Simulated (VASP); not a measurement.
Crystal: LaAl2BRu2.

```
CELL_PARAMETERS angstrom
4.21050 0.00000 0.00000
0.00000 4.21050 0.00000
0.00000 0.00000 5.66130
ATOMIC_POSITIONS crystal
La 0.00000 0.00000 0.50000
Al 0.50000 0.50000 0.25370
Al 0.50000 0.50000 0.74630
B 0.00000 0.00000 0.00000
Ru 0.00000 0.50000 0.00000
Ru 0.50000 0.00000 0.00000
```

| Property | Result |
| --- | --- |
| Program | VASP 6.6.1 |
| Task | relaxation of cell and atoms |
| Functional | PBEsol |
| Potentials or basis | VASP PAW PBE potentials, release 64 (La, Al, B, Ru_pv) |
| Cutoff | 600 eV |
| k mesh | 8 × 8 × 6 |
| Occupations | gaussian, width 0.1 eV |
| Spin | no spin polarisation |

At the start: pressure -2.6 GPa; volume 16.73 Å³/atom.

**Question.** How do energy, volume and symmetry change on relaxing?

**Answer.** Over 11 steps the energy falls by 2.5 meV/atom and the volume is 16.42 Å³/atom (-1.8 %); space group P4/mmm (No. 123, to 0.1 Å) before and after.

The path:
| step | energy change (eV) | largest force (eV/Å) | pressure (GPa) | volume (Å³) |
| --- | --- | --- | --- | --- |
| 1 | 0.0000 | 0.0537 | -2.63 | 100.37 |
| 2 | 0.0128 | 0.2338 | 3.82 | 96.43 |
| 3 | -0.0143 | 0.0630 | -0.04 | 98.68 |
| 4 | -0.0143 | 0.0653 | 0.01 | 98.65 |
| 5 | -0.0148 | 0.0367 | 0.01 | 98.57 |
| 6 | -0.0148 | 0.0146 | 0.04 | 98.50 |
| 7 | -0.0149 | 0.0191 | 0.06 | 98.52 |
| 8 | -0.0149 | 0.0053 | -0.08 | 98.59 |
| 9 | -0.0149 | 0.0028 | -0.04 | 98.57 |
| 10 | -0.0149 | 0.0036 | 0.03 | 98.53 |
| 11 | -0.0149 | 0.0008 | 0.00 | 98.54 |

Final structure:
```cif
data_structure
_symmetry_space_group_name_H-M 'P 1'
_symmetry_Int_Tables_number 1
_cell_length_a 4.1867
_cell_length_b 4.1867
_cell_length_c 5.6219
_cell_angle_alpha 90.000
_cell_angle_beta 90.000
_cell_angle_gamma 90.000
_cell_volume 98.54
loop_
_atom_site_label
_atom_site_type_symbol
_atom_site_fract_x
_atom_site_fract_y
_atom_site_fract_z
_atom_site_occupancy
La1 La 0.00000 0.00000 0.50000 1
Al1 Al 0.50000 0.50000 0.25447 1
Al2 Al 0.50000 0.50000 0.74553 1
B1 B 0.00000 0.00000 0.00000 1
Ru1 Ru 0.00000 0.50000 0.00000 1
Ru2 Ru 0.50000 0.00000 0.00000 1
```

Caveat: the PAW data sets were made with another functional, which shifts forces and pressure a little.
